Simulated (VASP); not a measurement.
Write the native input for VASP 6.6.1 that does the following.

- Task: relaxation of cell and atoms
- Functional: PBE
- Potentials or basis: VASP PAW PBE potentials, release 64 (Be, S)
- Cutoff: 600 eV
- k mesh: 10 × 10 × 10
- Occupations: gaussian, width 0.02 eV
- Spin: no spin polarisation
- Dipole correction: no
- Further INCAR settings: ALGO = Normal; EDIFF = 1e-07; IBRION = 2; EDIFFG = -0.01; NSW = 80; ISIF = 3

The structure of BeS lies in POSCAR:

```
BeS
1.0
    0.0000000000      2.3044302961      2.3044302961
    2.3044302961      0.0000000000      2.3044302961
    2.3044302961      2.3044302961      0.0000000000
Be S
1 1
Direct
    0.0000000000      0.0000000000      0.0000000000
    0.5000000000      0.5000000000      0.5000000000
```

These files were run (other wordings do the same):

INCAR

```
ALGO = Normal ; EDIFF = 1E-7
EDIFFG = -0.01 ; ENCUT = 600
GGA = PE ; IBRION = 2
ISIF = 3 ; ISMEAR = 0
LASPH = T ; LCHARG = F
LREAL = F ; LWAVE = F
NELM = 60 ; NSW = 80
PREC = Accurate ; SIGMA = 0.02
```

KPOINTS

```
k-points
0
Gamma
  10 10 10
```

Potentials or basis: VASP PAW PBE potentials, release 64 (Be, S).

Run with:

```console
$ cat potpaw_PBE.64/Be/POTCAR potpaw_PBE.64/S/POTCAR > POTCAR
$ mpirun -np 1 vasp_std > vasp.out
```

It gave:

* Relaxed volume: 12.40 Å³/atom
* Relaxed cell: a = 3.273 Å, b = 3.273 Å, c = 3.273 Å, α = 60.00°, β = 60.00°, γ = 60.00°
* Space group after relaxing (to 0.05 Å): Fm-3m (No. 225)
* Energy gained by relaxing: 0.7 meV/atom
* Ionic steps: 3
* Pressure after relaxing: 0.0 GPa
* Band gap on the k mesh: 1.03 eV, indirect (least direct gap 4.17 eV)

It took 46 s on 1 thread of Intel Xeon 6975P-C, with other jobs on the host, peak memory 0.15 GiB.
